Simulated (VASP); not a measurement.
# InGa15As16 (a cell with a defect) in VASP: single point with PBE

Aim: the single point of InGa15As16 (a cell with a defect) with PBE.

Program: VASP 6.6.1. These are calculated values, not measurements. Logs are shortened: lines on timing, memory, paths and dates and some standing lists are left out, and cuts for length are marked.

## Step 1: The cell of the first run

The cell holds a defect, 32 atoms: a = 9.952 Å, b = 9.952 Å, c = 9.952 Å, α = 109.47°, β = 109.47°, γ = 109.47°.

## Step 2: Single point, PBE

INCAR

```
ALGO = Normal
EDIFF = 1E-7
ENCUT = 520
GGA = PE
ISIF = 2
ISMEAR = 0
LASPH = True
LCHARG = False
LREAL = Auto
LWAVE = False
NBANDS = 166
NELM = 100
PREC = Accurate
SIGMA = 0.05
```

KPOINTS

```
k-points
0
Gamma
  3 3 3
```

POSCAR

```
InGa15As16
1.0
   -5.7459815093     -5.7459815093      5.7459815093
    5.7459815093      5.7459815093      5.7459815093
   -5.7459815093      5.7459815093     -5.7459815093
In Ga As
1 15 16
Direct
    0.2500000000      0.5000000000      0.2500000000
    0.5024039538      0.5000000000     -0.0016794556
    0.2500000000      0.7524039538     -0.0016794556
    0.7500000000      0.5000000000      0.7500000000
    0.5016794556      0.7516794556      0.7540834094
    0.2500000000      0.0000000000      0.7500000000
   -0.0016794556      0.5000000000      0.5024039538
    0.7540834094      0.7516794556      0.5016794556
    0.5016794556      0.0040834094      0.5016794556
    0.2500000000      0.2483205444      0.5024039538
   -0.0016794556      0.7524039538      0.2500000000
    0.7500000000      0.0000000000      0.2500000000
    0.5024039538      0.2483205444      0.2500000000
   -0.0024039538     -0.0040834094     -0.0024039538
    0.7459165906      0.2475960462     -0.0024039538
   -0.0024039538      0.2475960462      0.7459165906
   -0.0133169501      0.2366830499     -0.0133169501
    0.2500000000      0.2492489860      0.7514588586
   -0.0007510140      0.5000000000      0.7514588586
    0.5007510140      0.2522098726      0.5007510140
    0.2500000000      0.5000000000      0.5133169501
    0.0022098726      0.7507510140      0.5007510140
    0.7514588586      0.2492489860      0.2500000000
    0.5133169501      0.5000000000      0.2500000000
    0.2500000000      0.7633169501      0.2500000000
   -0.0007510140      0.0014588586      0.2500000000
    0.7514588586      0.5000000000     -0.0007510140
    0.5007510140      0.7507510140      0.0022098726
    0.2500000000      0.0014588586     -0.0007510140
    0.7485411414      0.7477901274      0.7485411414
    0.4977901274     -0.0014588586      0.7485411414
    0.7485411414     -0.0014588586      0.4977901274
```

Potentials or basis: VASP PAW PBE potentials, release 64 (In_d, Ga_d, As).

Launch:

```
$ cat potpaw_PBE.64/In_d/POTCAR potpaw_PBE.64/Ga_d/POTCAR potpaw_PBE.64/As/POTCAR > POTCAR
$ mpirun -np 1 vasp_std > vasp.out
```

OUTCAR:

```text
EDIFF = 1E-7
   ENCUT = 520
   GGA = PE
   ISIF = 2
   ISMEAR = 0
   LASPH = True
   LREAL = Auto
   NELM = 100
   PREC = Accurate

 ion  position               nearest neighbor table
   1  0.250  0.500  0.250-  17 2.62  21 2.62  24 2.62  25 2.62
   2  0.502  0.500  0.998-  24 2.47  27 2.48  18 2.49  28 2.49
   3  0.250  0.752  0.998-  25 2.47  29 2.48  19 2.49  28 2.49
   4  0.750  0.500  0.750-  19 2.48  27 2.48  20 2.48  30 2.48
   5  0.502  0.752  0.754-  21 2.47  28 2.48  30 2.49  31 2.49
   6  0.250  0.000  0.750-  18 2.48  29 2.48  22 2.48  31 2.48
[... 24 lines left out ...]
  31  0.498  0.999  0.749-  15 2.48   6 2.48   9 2.49   5 2.49
  32  0.749  0.999  0.498-  16 2.48  12 2.48   8 2.49   9 2.49

  LATTYP: Found a body centered cubic cell.
 ALAT       =    11.4919630186

  Lattice vectors:

 A1 = (  -5.7459815093,  -5.7459815093,   5.7459815093)
 A2 = (   5.7459815093,   5.7459815093,   5.7459815093)
 A3 = (  -5.7459815093,   5.7459815093,  -5.7459815093)

Analysis of symmetry for initial positions (statically):
=====================================================================
 Subroutine PRICEL returns:
 Original cell was already a primitive cell.

 Routine SETGRP: Setting up the symmetry group for a
 body centered cubic supercell.

 Subroutine GETGRP returns: Found 24 space group operations
 (whereof  2 operations were pure point group operations)
 out of a pool of 48 trial point group operations.

The static configuration has the point symmetry C_1h.
 The point group associated with its full space group is T_d .

Analysis of symmetry for dynamics (positions and initial velocities):
=====================================================================
 Subroutine PRICEL returns:
 Original cell was already a primitive cell.

 Routine SETGRP: Setting up the symmetry group for a
 body centered cubic supercell.

 Subroutine GETGRP returns: Found 24 space group operations
 (whereof  2 operations were pure point group operations)
 out of a pool of 48 trial point group operations.

The dynamic configuration has the point symmetry C_1h.
 The point group associated with its full space group is T_d .

 Subroutine INISYM returns: Found 24 space group operations
 (whereof  2 operations are pure point group operations),
 and found     1 'primitive' translations

----------------------------------------------------------------------------------------
[... 137 lines left out ...]
   NFREE  =      0    steps in history (QN), initial steepest desc. (CG)
   ISIF   =      2    stress and relaxation
   ISYM   =      2    0-nonsym 1-usesym 2-fastsym
   POTIM  = 0.5000    time-step for ionic-motion
   TEBEG  =    0.0;   TEEND  =   0.0 temperature during run
   PSTRESS=    0.0 pullay stress
   NELECT =     288.0000    total number of electrons
   NUPDOWN=      -1.0000    fix difference up-down
   EMIN   =  10.00;   EMAX   =-10.00  energy-range for DOS
   EFERMI =   0.00;   METHOD = LEGACY
   ISMEAR =     0;   SIGMA  =   0.05  broadening in eV -4-tet -1-fermi 0-gaus
   EFERMI_NEDOS =   21; number of points for ismear=-14 and -15
   IALGO  =     38    algorithm
   IMIX   =      4    mixing-type and parameters
     AMIX     =   0.40;   BMIX     =  1.00
     AMIX_MAG =   1.60;   BMIX_MAG =  1.00
  volume/ion in A,a.u.               =      23.71       160.03
  Fermi-wavevector in a.u.,A,eV,Ry     =   1.185281  2.239857 19.114713  1.404892
  Thomas-Fermi vector in A             =   2.321478
   LORBIT       =      0    0 simple, 1 ext, 2 COOP (PROOUT), +10 PAW based schemes
   GGA     = PE    functional components
   LHFCALC =     F    Hartree Fock is set to
   AEXX    =    0.0000 exact exchange contribution
   IVDW    =     0    specifies the selected vdW correction
   LEPSILON=     F    determine dielectric tensor
   LRPA    =     F    only Hartree local field effects (RPA)
 non-spin polarized calculation
 Gauss-broadening in eV      SIGMA  =   0.05
  energy-cutoff  :      520.00
  volume of cell :      758.84
 maximum number of plane-waves:     20476
 NGX is ok and might be reduce to    80
   NGX = 37   NGY = 37   NGZ = 37

 number of electron     288.0000028 magnetization

 Free energy of the ion-electron system (eV)
  ---------------------------------------------------
  ext. energy  EPLUGINS =         0.00000000
  ---------------------------------------------------
  free energy    TOTEN  =      -131.67895901 eV

  energy without entropy =     -131.67884972  energy(sigma->0) =     -131.67890436

 E-fermi :   3.7555     XC(G=0):  -9.3989

 val. band max:        3.6555619218   @ k =   0.0000   0.0000   0.0000
 cond. band min:       3.8422236170   @ k =   0.0000   0.0000   0.0000
 fundamental gap:      0.1866616953
 Fermi energy:         3.7554733595

 k-point     1 :       0.0000    0.0000    0.0000
  band No.  band energies     occupation
      1     -11.1883      2.00000
      2     -11.1883      2.00000
      3     -11.1883      2.00000
      4     -11.1668      2.00000
      5     -11.1622      2.00000
      6     -11.1622      2.00000
[... 625 lines left out ...]
    155       6.2932      0.00000
    156       6.6268      0.00000
 [bands above 156 left out]

------------------------ aborting loop because EDIFF is reached ----------------------------------------

  FORCE on cell =-STRESS in cart. coord.  units (eV):
  Direction    XX          YY          ZZ          XY          YZ          ZX
  --------------------------------------------------------------------------------------
  -------------------------------------------------------------------------------------
  Total        4.9131810      4.9131810      4.9131810      0.0000000      0.0000000      0.0000000
  in kB       10.3733895     10.3733895     10.3733895      0.0000000      0.0000000      0.0000000
  external PRESSURE =      10.3733895 kB  Pullay stress =       0.0000000 kB

 VOLUME and BASIS-vectors are now :
 -----------------------------------------------------------------------------
  energy-cutoff  :      520.00
  volume of cell :      758.84
      direct lattice vectors                 reciprocal lattice vectors
    -5.745981509 -5.745981509  5.745981509    -0.087017335  0.000000000  0.087017335
     5.745981509  5.745981509  5.745981509     0.000000000  0.087017335  0.087017335
    -5.745981509  5.745981509 -5.745981509    -0.087017335  0.087017335  0.000000000

 POSITION                                       TOTAL-FORCE (eV/Angst)
 -----------------------------------------------------------------------------------
      0.00000      2.87299      2.87299         0.000000      0.000000      0.000000
     -5.75014      5.72252      0.02346        -0.003153      0.001497     -0.001497
     -2.84953      8.62314      0.02346        -0.001497      0.003153     -0.001497
     -5.74598      2.87299      2.87299         0.000000     -0.000000      0.000000
     -2.89645      5.76944      2.86883         0.001497     -0.001497     -0.003153
     -5.74598      2.87299     -2.87299         0.000000     -0.000000      0.000000
[... 24 lines left out ...]
     -1.42380      7.17841      4.29679         0.012647     -0.001864     -0.012647
     -1.42380      4.29679      7.17841         0.012647     -0.012647     -0.001864
 -----------------------------------------------------------------------------------
    total drift:                                0.000024     -0.000024     -0.000027

  FREE ENERGIE OF THE ION-ELECTRON SYSTEM (eV)
  ---------------------------------------------------
  free  energy   TOTEN  =      -131.6789590090 eV

  energy  without entropy=     -131.6788497152  energy(sigma->0) =     -131.67890436
```

OSZICAR:

```text
N       E                     dE             d eps       ncg     rms          rms(c)
DAV:   1     0.363275318867E+04    0.36328E+04   -0.11597E+05  1374   0.242E+03
DAV:   2     0.797105012450E+03   -0.28356E+04   -0.27530E+04  1336   0.715E+02
DAV:   3    -0.275688257713E+02   -0.82467E+03   -0.77380E+03  1594   0.249E+02
[... 10 lines left out ...]
DAV:  14    -0.131678953805E+03   -0.15463E-04   -0.16796E-04  1708   0.985E-02    0.947E-03
DAV:  15    -0.131678958212E+03   -0.44073E-05   -0.39585E-05  2072   0.290E-02    0.683E-03
DAV:  16    -0.131678958634E+03   -0.42190E-06   -0.27483E-06  1610   0.778E-03    0.217E-03
DAV:  17    -0.131678958851E+03   -0.21713E-06   -0.98579E-07  1448   0.151E-02    0.355E-03
DAV:  18    -0.131678959030E+03   -0.17897E-06   -0.26484E-07  1050   0.361E-03    0.101E-03
DAV:  19    -0.131678959009E+03    0.21078E-07   -0.11304E-07   862   0.261E-03
   1 F= -.13167896E+03 E0= -.13167890E+03  d E =-.109294E-03
```

stdout:

```text
POSCAR found type information on POSCAR InGaAs
 POSCAR found :  3 types and      32 ions
 scaLAPACK will be used
 LDA part: xc-table for (Slater+PW92), standard interpolation
 POSCAR, INCAR and KPOINTS ok, starting setup
 FFT: planning ... GRIDC
 FFT: planning ... GRID_SOFT
 FFT: planning ... GRID
 WAVECAR not read
 entering main loop
```

Wall time 26 min (1 thread of Intel Xeon 6975P-C, shared host); peak memory 1.2 GiB.

What came out:

* Free energy: -131.6790 eV
* Pressure: 1.0 GPa
* Largest force: 0.018 eV/Å
* Band gap on the k mesh: 0.19 eV

Forces in eV/Å, atoms in the order of the input:
```
In   0.000  0.000  0.000
Ga  -0.003  0.001 -0.001
Ga  -0.001  0.003 -0.001
Ga   0.000  0.000  0.000
Ga   0.001 -0.001 -0.003
Ga   0.000  0.000  0.000
Ga  -0.003 -0.001  0.001
Ga   0.001 -0.003 -0.001
Ga   0.003 -0.001 -0.001
Ga   0.001  0.003  0.001
Ga  -0.001 -0.001  0.003
Ga   0.000  0.000  0.000
Ga   0.001  0.001  0.003
Ga   0.003  0.001  0.001
Ga  -0.001 -0.003  0.001
Ga  -0.001  0.001 -0.003
As   0.001 -0.001 -0.001
As  -0.013  0.002 -0.013
As  -0.002  0.013 -0.013
As   0.002  0.013  0.013
As  -0.001  0.001 -0.001
As  -0.013 -0.002  0.013
As  -0.013 -0.013  0.002
As  -0.001 -0.001  0.001
As   0.001  0.001  0.001
As   0.013  0.013  0.002
As  -0.002 -0.013  0.013
As  -0.013  0.013 -0.002
As   0.013  0.002  0.013
As   0.002 -0.013 -0.013
As   0.013 -0.002 -0.013
As   0.013 -0.013 -0.002
```

Levels at points of the mesh, in eV from the valence-band top:
```
           k point  band 140  band 141  band 142  band 143  band 144  band 145  band 146  band 147  band 148  band 149
(0.00, 0.00, 0.00)     -1.05     -1.05      0.00      0.00      0.00      0.19      1.52      1.52      1.52      1.65
```

Caveat: spin-orbit coupling is left out, which moves the levels of the heavy elements.
